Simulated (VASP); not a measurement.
Wanted: the native input for a VASP 6.6.1 run.

| Item | Value |
| --- | --- |
| Task | single point |
| Functional | PBE |
| Potentials or basis | VASP PAW PBE potentials, release 64 (Ge_d) |
| Cutoff | 520 eV |
| k mesh | 14 × 14 × 14 |
| Occupations | gaussian, width 0.15 eV |
| Spin | no spin polarisation |
| Dipole correction | no |
| Further INCAR settings | ALGO = Normal; EDIFF = 1e-06; NBANDS = 21 |

The structure of Ge lies in POSCAR:

```
Ge
1.0
    0.0000000000      2.6873315000      2.9702085000
    2.6873315000      0.0000000000      2.9702085000
    2.6873315000      2.6873315000      0.0000000000
Ge
2
Direct
    0.5000000000      0.5000000000      0.5000000000
    0.7500000000      0.7500000000      0.7500000000
```

This cell differs from its parent crystal: strain -0.050 along x and y, +0.050 along z.

These files were run (other wordings do the same):

INCAR

```
SYSTEM = Ge
PREC = Accurate
ENCUT = 520
EDIFF = 1E-6
ISMEAR = 0
SIGMA = 0.15
LREAL = .FALSE.
LASPH = .TRUE.
NELM = 60
ALGO = Normal
ISIF = 2
LWAVE = .FALSE.
LCHARG = .FALSE.
GGA = PE
NBANDS = 21
```

KPOINTS

```
regular mesh
0
G
  14 14 14
  0 0 0
```

Potentials or basis: VASP PAW PBE potentials, release 64 (Ge_d).

The run is started by

```bash
$ cat potpaw_PBE.64/Ge_d/POTCAR > POTCAR
$ mpirun -np 1 vasp_std > vasp.out
```

Results of the run:

The pressure is 8.1 GPa. The band gap on the k mesh is zero (band 14 reaches 5.84 eV, above the bottom of band 15 at 5.67 eV).

Caveat: the cell differs from its parent crystal (strain -0.050 along x and y, +0.050 along z).

It took 91 s on 1 thread of Intel(R) Xeon(R) 6975P-C (Granite Rapids) (shared host), peak memory 0.29 GiB.
